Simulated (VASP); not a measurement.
Crystal: LiYHg.

```
CELL_PARAMETERS angstrom
3.91299 0.00000 0.00000
0.00000 3.91299 0.00000
0.00000 0.00000 3.96912
ATOMIC_POSITIONS crystal
Li 0.50000 0.50000 0.50000
Y 0.00000 0.00000 0.00000
Hg 0.50000 0.50000 0.00000
```

The cell was generated, and may not be a known phase.

| Item | Value |
| --- | --- |
| Program | VASP 6.6.1 |
| Task | relaxation of cell and atoms |
| Functional | PBE |
| Potentials or basis | VASP PAW PBE potentials, release 64 (Li_sv, Y_sv, Hg) |
| Cutoff | 600 eV |
| k mesh | 4 × 4 × 4 |
| Occupations | gaussian, width 0.1 eV |
| Spin | no spin polarisation |

At the start: pressure 30.0 GPa; volume 20.26 Å³/atom.

Task: Where does the relaxation end?

Result: Over 8 steps the energy falls by 774.8 meV/atom and the volume is 30.61 Å³/atom (+51.1 %); space group P4/mmm (No. 123, to 0.1 Å) before and after.

Step by step:
```csv
step,energy change (eV),largest force (eV/Å),pressure (GPa),volume (Å³)
1,0.0000,0.0000,30.05,60.77
2,-2.1340,0.0000,-3.16,100.40
3,-2.2065,0.0000,-0.19,90.36
4,-2.2086,0.0000,-0.89,92.28
5,-2.3052,0.0000,-0.12,91.21
6,-2.3167,0.0000,0.93,90.04
7,-2.3218,0.0000,0.53,90.46
8,-2.3244,0.0000,0.02,91.82
```

Final structure:
```cif
data_structure
_symmetry_space_group_name_H-M 'P 1'
_symmetry_Int_Tables_number 1
_cell_length_a 4.2357
_cell_length_b 4.2357
_cell_length_c 5.1177
_cell_angle_alpha 90.000
_cell_angle_beta 90.000
_cell_angle_gamma 90.000
_cell_volume 91.82
loop_
_atom_site_label
_atom_site_type_symbol
_atom_site_fract_x
_atom_site_fract_y
_atom_site_fract_z
_atom_site_occupancy
Li1 Li 0.50000 0.50000 0.50000 1
Y1 Y 0.00000 0.00000 0.00000 1
Hg1 Hg 0.50000 0.50000 0.00000 1
```

Caveat: the k points lie up to 0.37 Å⁻¹ apart in the final cell, too coarse for converged energies and pressures of a metal; the cutoff is under 1.25 times the usual one of these potentials, so pressure, stress and relaxed cells hold a basis-set (Pulay) error; the volume moved by over 15 % at a fixed basis, so the end points are rough.
